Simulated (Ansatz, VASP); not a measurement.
**One calculation of B2W, two programs**

```
B W
1.0
     2.95835    0.00000    0.00000
    -1.47918    2.56201    0.00000
     0.00000    0.00000    2.98774
B W
2 1
Direct
  0.33333 0.66667 0.50000
  0.66667 0.33333 0.50000
  0.00000 0.00000 0.00000
```

Change from the starting cell: volume scaled by 0.94, PAW files.

Alike in both runs: task electric field gradients; functional LDA; k mesh 14 × 14 × 12; occupations fermi-dirac, width 0.05 eV; no spin polarisation.

|  | VASP | Ansatz |
| --- | --- | --- |
| version | VASP 6.6.1 | Ansatz 0.2.0 |
| potentials or method | VASP PAW LDA potentials, release 64 (B, W_sv) | PAW with Ansatz's default frozen-core files, scalar-relativistic |
| plane-wave cutoff (eV) | 520 | 420 |
| valence electrons in the cell | 20 | 20 |

Ansatz gave:

* pressure (GPa): 53.5
* traceless stress, the component that is largest in VASP (GPa): 11.82
* size of Vzz on the site where it differs most (V/Å²): 32.1

Problem. What did VASP give for the same quantities?

Solution. Pressure (GPa): 56.0; traceless stress, the component that is largest in VASP (GPa): 12.05; size of Vzz on the site where it differs most (V/Å²): 14.5.

LDA's correlation is that of Perdew and Zunger in VASP and of Perdew and Wang (1992) in Ansatz. Both programs put the cell under a high pressure, so it lies far from rest at this level.

Neither program's run includes spin-orbit coupling.
